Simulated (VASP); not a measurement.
# CoO (R-3m) in VASP: a series of runs, part 2 of 3

VASP 6.6.1. Earlier steps stand in the parts before.

**3. Single point, revPBE, collinear spin, ferromagnetic start**

INCAR

```
PREC = Accurate ; ENCUT = 520
EDIFF = 1E-6 ; ISMEAR = -1
SIGMA = 0.05 ; LREAL = False
LASPH = True ; NELM = 150
ALGO = Normal ; ISIF = 2
LWAVE = False ; LCHARG = True
ISPIN = 2 ; MAGMOM = 2 0
LORBIT = 11 ; LMAXMIX = 4
GGA = RE ; LELF = True
LVHAR = True ; NBANDS = 18
```

KPOINTS

```
regular mesh
0
Gamma
  11 11 11
```

POSCAR

```
CoO
1.0
    1.5054695445      0.8691832468      2.4399269062
   -1.5054695445      0.8691832468      2.4399269062
    0.0000000000     -1.7383664936      2.4399269062
Co O
1 1
Direct
    0.0000000000      0.0000000000      0.0000000000
    0.5000000000      0.5000000000      0.5000000000
```

Potentials or basis: VASP PAW PBE potentials, release 64 (Co, O).

The run is started by

```bash
$ cat potpaw_PBE.64/Co/POTCAR potpaw_PBE.64/O/POTCAR > POTCAR
$ mpirun -np 1 vasp_std > vasp.out
```

Run time: 88 s. Hardware: 1 thread of Intel Xeon Platinum 8259CL at 2.50GHz (Skylake/Cascade Lake), shared host; peak memory 0.2 GiB.

The run converged. Its results:

- Free energy: -12.3324 eV
- Pressure: 4.0 GPa
- Net moment: 2.90 μB per cell
- Site moments: Co +2.56; O +0.29 μB
- Valence electrons inside the program's atomic spheres: Co 7.80; O 5.00

Stress tensor (GPa, compression positive):
```
4.14 0.00 0.00
0.00 4.14 0.00
0.00 0.00 3.67
```

Levels at points of the mesh, in eV from the Fermi level:
Spin up:
```
           k point  band 7  band 8  band 9  band 10  band 11  band 12
(0.00, 0.00, 0.00)   -3.11   -3.10   -3.05     1.09    16.96    18.18
```
Spin down:
| k point | band 3 | band 4 | band 5 | band 6 | band 7 | band 8 | band 9 | band 10 |
| --- | --- | --- | --- | --- | --- | --- | --- | --- |
| (0.00, 0.00, 0.00) | -2.60 | -2.54 | -1.11 | -1.11 | -1.10 | 0.12 | 0.12 | 1.62 |

Caveat: the PAW data sets were made with another functional, which shifts forces and pressure a little; a cell with one magnetic atom can't hold antiferromagnetic order, which such compounds often take; semilocal functionals often make such compounds metallic where correlation or magnetic order opens a gap, which also shifts bond lengths.

**4. Single point, BLYP, collinear spin, ferromagnetic start**

INCAR

```
SYSTEM = CoO
PREC = Accurate
ENCUT = 520
EDIFF = 1E-7
ISMEAR = -1
SIGMA = 0.05
LREAL = .FALSE.
LASPH = .TRUE.
NELM = 150
ALGO = Normal
ISIF = 2
LWAVE = .FALSE.
LCHARG = .FALSE.
ISPIN = 2
MAGMOM = 2 0
LORBIT = 11
LMAXMIX = 4
GGA = B5
ALDAX = 1.0
AGGAX = 1.0
AGGAC = 1.0
ALDAC = 0.0
NBANDS = 18
```

KPOINTS

```
regular mesh
0
G
  11 11 11
  0 0 0
```

POSCAR is that of step 3.

Potentials or basis: VASP PAW PBE potentials, release 64 (Co, O).

The run is started by

```bash
$ cat potpaw_PBE.64/Co/POTCAR potpaw_PBE.64/O/POTCAR > POTCAR
$ mpirun -np 1 vasp_std > vasp.out
```

OUTCAR:

```text
SYSTEM = CoO
   PREC = Accurate
   ENCUT = 520
   EDIFF = 1E-7
   ISMEAR = -1
   LREAL = .FALSE.
   LASPH = .TRUE.
   NELM = 150
   ISIF = 2
   ISPIN = 2
   LORBIT = 11
   GGA = B5

 ion  position               nearest neighbor table
   1  0.000  0.000  0.000-   2 2.12   2 2.12   2 2.12   2 2.12   2 2.12   2 2.12
   2  0.500  0.500  0.500-   1 2.12   1 2.12   1 2.12   1 2.12   1 2.12   1 2.12

  LATTYP: Found a trigonal (rhomboedric) cell.
 ALAT       =     2.9958573687
 COS(alpha) =     0.4949531368

  Lattice vectors:

 A1 = (   1.5054695445,   0.8691832468,   2.4399269062)
 A2 = (  -1.5054695445,   0.8691832468,   2.4399269062)
 A3 = (   0.0000000000,  -1.7383664936,   2.4399269062)

Analysis of symmetry for initial positions (statically):
=====================================================================
 Subroutine PRICEL returns:
 Original cell was already a primitive cell.

 Routine SETGRP: Setting up the symmetry group for a
 trigonal (rhombohedral) supercell.

 Subroutine GETGRP returns: Found 12 space group operations
 (whereof 12 operations were pure point group operations)
 out of a pool of 12 trial point group operations.

The static configuration has the point symmetry D_3d.

Analysis of symmetry for dynamics (positions and initial velocities):
=====================================================================
 Subroutine PRICEL returns:
 Original cell was already a primitive cell.

 Routine SETGRP: Setting up the symmetry group for a
 trigonal (rhombohedral) supercell.

 Subroutine GETGRP returns: Found 12 space group operations
 (whereof 12 operations were pure point group operations)
 out of a pool of 12 trial point group operations.

The dynamic configuration has the point symmetry D_3d.

Analysis of structural, dynamic, and magnetic symmetry:
=====================================================================
 Subroutine PRICEL returns:
 Original cell was already a primitive cell.

 Routine SETGRP: Setting up the symmetry group for a
 trigonal (rhombohedral) supercell.

 Subroutine GETGRP returns: Found 12 space group operations
 (whereof 12 operations were pure point group operations)
 out of a pool of 12 trial point group operations.

The overall configuration has the point symmetry D_3d.

 Subroutine INISYM returns: Found 12 space group operations
 (whereof 12 operations are pure point group operations),
 and found     1 'primitive' translations

----------------------------------------------------------------------------------------

                                     Primitive cell

  volume of cell :      19.1563

  direct lattice vectors                    reciprocal lattice vectors
     1.505469544  0.869183247  2.439926906     0.332122295  0.191750896  0.136616114
    -1.505469544  0.869183247  2.439926906    -0.332122295  0.191750896  0.136616114
     0.000000000 -1.738366494  2.439926906     0.000000000 -0.383501793  0.136616114

  length of vectors
     2.995857369  2.995857369  2.995857369     0.407108816  0.407108816  0.407108816

  position of ions in fractional coordinates (direct lattice)
     0.000000000  0.000000000  0.000000000
     0.500000000  0.500000000  0.500000000

  ion indices of the primitive-cell ions
   primitive index   ion index
                 1           1
                 2           2

[... 59 lines left out ...]
   NGX,Y,Z   is equivalent  to a cutoff of  13.32, 13.32, 13.32 a.u.
   NGXF,Y,Z  is equivalent  to a cutoff of  26.64, 26.64, 26.64 a.u.
 SYSTEM =  CoO
   PREC   = accura    normal or accurate (medium, high low for compatibility)
   ISTART =      0    job   : 0-new  1-cont  2-samecut
   ICHARG =      2    charge: 1-file 2-atom 10-const
   ISPIN  =      2    spin polarized calculation?
   LNONCOLLINEAR =      F non collinear calculations
   LSORBIT =      F    spin-orbit coupling
   LASPH  =      T    aspherical Exc in radial PAW
   ENCUT  =  520.0 eV  38.22 Ry    6.18 a.u.   5.57  5.57  5.57*2*pi/ulx,y,z
   NELM   =    150;   NELMIN=  2; NELMDL= -5     # of ELM steps
   EDIFF  = 0.1E-06   stopping-criterion for ELM
   LREAL  =      F    real-space projection
   EDIFFG = 0.1E-05   stopping-criterion for IOM
   NSW    =      0    number of steps for IOM
   IBRION =     -1    ionic relax: 0-MD 1-quasi-New 2-CG
   NFREE  =      0    steps in history (QN), initial steepest desc. (CG)
   ISIF   =      2    stress and relaxation
   ISYM   =      2    0-nonsym 1-usesym 2-fastsym
   POTIM  = 0.5000    time-step for ionic-motion
   TEBEG  =    0.0;   TEEND  =   0.0 temperature during run
   PSTRESS=    0.0 pullay stress
   NELECT =      15.0000    total number of electrons
   NUPDOWN=      -1.0000    fix difference up-down
   EMIN   =  10.00;   EMAX   =-10.00  energy-range for DOS
   EFERMI =   0.00;   METHOD = LEGACY
   ISMEAR =    -1;   SIGMA  =   0.05  broadening in eV -4-tet -1-fermi 0-gaus
   EFERMI_NEDOS =   21; number of points for ismear=-14 and -15
   IALGO  =     38    algorithm
   IMIX   =      4    mixing-type and parameters
     AMIX     =   0.40;   BMIX     =  1.00
     AMIX_MAG =   1.60;   BMIX_MAG =  1.00
  volume/ion in A,a.u.               =       9.58        64.64
  Fermi-wavevector in a.u.,A,eV,Ry     =   1.508927  2.851458 30.978555  2.276860
  Thomas-Fermi vector in A             =   2.619316
   LORBIT       =     11    0 simple, 1 ext, 2 COOP (PROOUT), +10 PAW based schemes
   GGA     = B5    functional components
   LHFCALC =     F    Hartree Fock is set to
   AEXX    =    0.0000 exact exchange contribution
   IVDW    =     0    specifies the selected vdW correction
   LEPSILON=     F    determine dielectric tensor
   LRPA    =     F    only Hartree local field effects (RPA)
 spin polarized calculation
  energy-cutoff  :      520.00
  volume of cell :       19.16
 maximum number of plane-waves:       532
   NGX = 11   NGY = 11   NGZ = 11

 number of electron      15.0000005 magnetization       2.7255093

 Free energy of the ion-electron system (eV)
  ---------------------------------------------------
  ext. energy  EPLUGINS =         0.00000000
  ---------------------------------------------------
  free energy    TOTEN  =       -12.11084662 eV

  energy without entropy =      -12.07205179  energy(sigma->0) =      -12.09144920

 E-fermi :   8.3235     XC(G=0): -11.8761

 val. band max:        8.3226292151   @ k =   0.4545   0.2727   0.1818
 cond. band min:       8.3236446193   @ k =  -0.3636  -0.4545   0.1818
 fundamental gap:      0.0010154042
 Fermi energy:         8.3235396441

 spin component 1

 k-point     1 :       0.0000    0.0000    0.0000
  band No.  band energies     occupation
      1     -11.7896      1.00000
      2       5.1831      1.00000
      3       5.1831      1.00000
      4       5.2300      1.00000
      5       5.3145      1.00000
      6       5.3145      1.00000
[... 493 lines left out ...]
     17      36.4016      0.00000
     18      38.2850      0.00000

 [... further k-points ...]

 spin component 2

 k-point     1 :       0.0000    0.0000    0.0000
  band No.  band energies     occupation
      1     -11.3543      1.00000
      2       5.6661      1.00000
      3       5.6661      1.00000
      4       5.7191      1.00000
      5       7.2090      1.00000
      6       7.2090      1.00000
[... 493 lines left out ...]
     17      36.9100      0.00000
     18      38.8366      0.00000

 [... further k-points ...]
[... 5 lines left out ...]
  --------------------------------------------------------------------------------------
  -------------------------------------------------------------------------------------
  Total        0.7499450      0.7499450      0.7081519      0.0000000      0.0000000     -0.0000000
  in kB       62.7232595     62.7232595     59.2278062      0.0000000      0.0000000     -0.0000000
  external PRESSURE =      61.5581084 kB  Pullay stress =       0.0000000 kB

 VOLUME and BASIS-vectors are now :
 -----------------------------------------------------------------------------
  energy-cutoff  :      520.00
  volume of cell :       19.16
      direct lattice vectors                 reciprocal lattice vectors
     1.505469544  0.869183247  2.439926906     0.332122295  0.191750896  0.136616114
    -1.505469544  0.869183247  2.439926906    -0.332122295  0.191750896  0.136616114
     0.000000000 -1.738366494  2.439926906     0.000000000 -0.383501793  0.136616114

 POSITION                                       TOTAL-FORCE (eV/Angst)
 -----------------------------------------------------------------------------------
      0.00000      0.00000      0.00000        -0.000000     -0.000000      0.000000
      0.00000      0.00000      3.65989         0.000000      0.000000     -0.000000
 -----------------------------------------------------------------------------------
    total drift:                               -0.000000      0.000000     -0.000000

  FREE ENERGIE OF THE ION-ELECTRON SYSTEM (eV)
  ---------------------------------------------------
  free  energy   TOTEN  =       -12.1108466201 eV

  energy  without entropy=      -12.0720517860  energy(sigma->0) =      -12.09144920

 total charge

# of ion       s       p       d       tot
------------------------------------------
    1        0.289   0.351   7.192   7.832
    2        1.550   3.444   0.000   4.994
--------------------------------------------------
tot          1.839   3.795   7.192  12.826

 magnetization (x)

# of ion       s       p       d       tot
------------------------------------------
    1        0.019   0.016   2.382   2.417
    2        0.028   0.232   0.000   0.260
--------------------------------------------------
tot          0.047   0.248   2.382   2.677
```

OSZICAR:

```text
N       E                     dE             d eps       ncg     rms          rms(c)
DAV:   1     0.795539581161E+02    0.79554E+02   -0.65453E+03 10936   0.959E+02
DAV:   2    -0.981379768287E+01   -0.89368E+02   -0.77273E+02 11004   0.223E+02
DAV:   3    -0.146618168799E+02   -0.48480E+01   -0.46802E+01 12314   0.552E+01
DAV:   4    -0.147114653982E+02   -0.49649E-01   -0.49607E-01 13004   0.534E+00
DAV:   5    -0.147125866827E+02   -0.11213E-02   -0.11211E-02 13126   0.799E-01    0.168E+01
DAV:   6    -0.132806057379E+02    0.14320E+01   -0.16511E+01 13934   0.587E+01    0.194E+01
DAV:   7    -0.122341264402E+02    0.10465E+01   -0.69417E+00 13492   0.470E+01    0.780E+00
DAV:   8    -0.121251114606E+02    0.10901E+00   -0.39633E-01 14810   0.936E+00    0.408E+00
DAV:   9    -0.121321932857E+02   -0.70818E-02   -0.21010E-01 15972   0.751E+00    0.268E+00
DAV:  10    -0.121127330711E+02    0.19460E-01   -0.68752E-02 15760   0.470E+00    0.742E-01
DAV:  11    -0.121107238679E+02    0.20092E-02   -0.16560E-02 14900   0.187E+00    0.154E-01
DAV:  12    -0.121108666109E+02   -0.14274E-03   -0.18897E-03 15378   0.600E-01    0.155E-01
DAV:  13    -0.121108493137E+02    0.17297E-04   -0.16057E-04 14582   0.199E-01    0.487E-02
DAV:  14    -0.121108456830E+02    0.36307E-05   -0.41745E-05 15786   0.106E-01    0.260E-02
DAV:  15    -0.121108466053E+02   -0.92231E-06   -0.13064E-05 11974   0.283E-02    0.725E-03
DAV:  16    -0.121108466201E+02   -0.14852E-07   -0.27897E-07 12232   0.469E-03
   1 F= -.12110847E+02 E0= -.12091449E+02  d E =-.387948E-01  mag=     2.7251
```

Wall time 94 s (1 thread of Intel Xeon Platinum 8259CL at 2.50GHz (Skylake/Cascade Lake), shared host); peak memory 0.21 GiB.

What came out:

```
Free energy                                           : -12.1108 eV
Pressure                                              : 6.2 GPa
Net moment                                            : 2.73 μB per cell
Site moments                                          : Co +2.42; O +0.26 μB
Valence electrons inside the program's atomic spheres : Co 7.83; O 4.99
```

Caveat: the PAW data sets were made with another functional, which shifts forces and pressure a little; a cell with one magnetic atom can't hold antiferromagnetic order, which such compounds often take; semilocal functionals often make such compounds metallic where correlation or magnetic order opens a gap, which also shifts bond lengths. With open d or f shells a metallic result of BLYP can be an artefact of self-interaction; +U or a hybrid may open a gap.

(Continued in part 3 of 3.)
